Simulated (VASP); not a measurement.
**Cu: relaxation of cell and atoms with PBEsol**

Cu:

```xyz
1
Lattice="-1.4428 1.4428 1.3761 1.4428 -1.4428 1.3761 1.4428 1.4428 -1.3761" Properties=species:S:1:pos:R:3 pbc="T T T"
Cu    0.0000    0.0000    0.0000
```

* Program: VASP 6.6.1
* Task: relaxation of cell and atoms
* Functional: PBEsol
* Potentials or basis: VASP PAW PBE potentials, release 64 (Cu)
* Cutoff: 600 eV
* k mesh: 13 × 13 × 13
* Occupations: fermi-dirac, width 0.05 eV
* Spin: no spin polarisation
* Target pressure: 5 GPa
* Dipole correction: no
* Further INCAR settings: ALGO = Normal; EDIFF = 1e-06; IBRION = 2; EDIFFG = -0.005; NSW = 80; ISIF = 3

The relaxed volume is 11.09 Å³/atom, the relaxed cell is a = 2.434 Å, b = 2.434 Å, c = 2.434 Å, α = 108.40°, β = 108.40°, γ = 111.64° and the space group after relaxing (to 0.05 Å) is I4/mmm (No. 139). The energy change on relaxing (the enthalpy is what falls) is +4.9 meV/atom and the ionic steps are 10. The pressure after relaxing is 5.0 GPa.

Step by step:
```
step  energy change (eV)  largest force (eV/Å)  pressure (GPa)  volume (Å³)
   1              0.0000                0.0000           -0.61        11.46
   2              0.0181                0.0000           10.15        10.81
   3              0.0048                0.0000            5.04        11.09
   4              0.0046                0.0000            4.90        11.10
   5              0.0046                0.0000            4.87        11.10
   6              0.0046                0.0000            4.89        11.10
   7              0.0047                0.0000            4.92        11.09
   8              0.0047                0.0000            4.92        11.09
   9              0.0055                0.0000            5.33        11.07
  10              0.0049                0.0000            5.05        11.09
```

Final structure:
```
Cu
1.0
    -1.42384    1.42384    1.36733
     1.42384   -1.42384    1.36733
     1.42384    1.42384   -1.36733
Cu
1
Direct
  0.00000 0.00000 0.00000
```

Levels at points of the mesh, in eV from the Fermi level:
```
           k point  band 2  band 3  band 4  band 5  band 6  band 7  band 8  band 9
(0.00, 0.00, 0.00)   -3.36   -3.19   -3.19   -2.23   -2.05   25.31   25.31   26.37
```

Wall time 56 s on 1 thread of Intel(R) Xeon(R) Platinum 8488C (Sapphire Rapids), with other jobs on the host, peak memory 0.15 GiB.

Caveat: the cell is relaxed towards a set pressure, so the enthalpy falls and the energy may rise; the PAW data sets were made with another functional, which shifts forces and pressure a little.
